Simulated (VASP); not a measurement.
BeS, 2 atoms in the cell. Symmetry: F-43m, No. 216, cubic system. Conventional cell: a = 4.838 Å, b = 4.838 Å, c = 4.838 Å, α = 90.00°, β = 90.00°, γ = 90.00°. Within 2.8 Å of Be (site symmetry -43m) lie 4 S at 2.09 Å. S (site symmetry -43m) has 4 Be at 2.09 Å within 2.8 Å. 

| Quantity | Value |
| --- | --- |
| Program | VASP 6.6.1 |
| Task | relaxation of cell and atoms |
| Functional | PBEsol |
| Potentials or basis | VASP PAW PBE potentials, release 64 (Be, S) |
| Cutoff | 600 eV |
| k mesh | 8 × 8 × 8 |
| Occupations | gaussian, width 0.01 eV |
| Spin | no spin polarisation |
| Target pressure | 15 GPa |
| Dipole correction | no |
| Further INCAR settings | ALGO = Normal; EDIFF = 1e-06; IBRION = 2; EDIFFG = -0.002; NSW = 100; ISIF = 3 |

Potentials or basis: VASP PAW PBE potentials, release 64 (Be, S).

The run is started by

```bash
$ cat potpaw_PBE.64/Be/POTCAR potpaw_PBE.64/S/POTCAR > POTCAR
$ mpirun -np 1 vasp_std > vasp.out
```

Hardware: 1 thread of Intel(R) Xeon(R) Platinum 8488C (Sapphire Rapids), with other jobs on the host.

Problem. Estimate the wall time of this run.

Solution. It took 40 s on 1 thread of Intel(R) Xeon(R) Platinum 8488C (Sapphire Rapids) (shared host), peak memory 0.15 GiB. Counts: scf iterations 42, k points 29, ion steps 6.
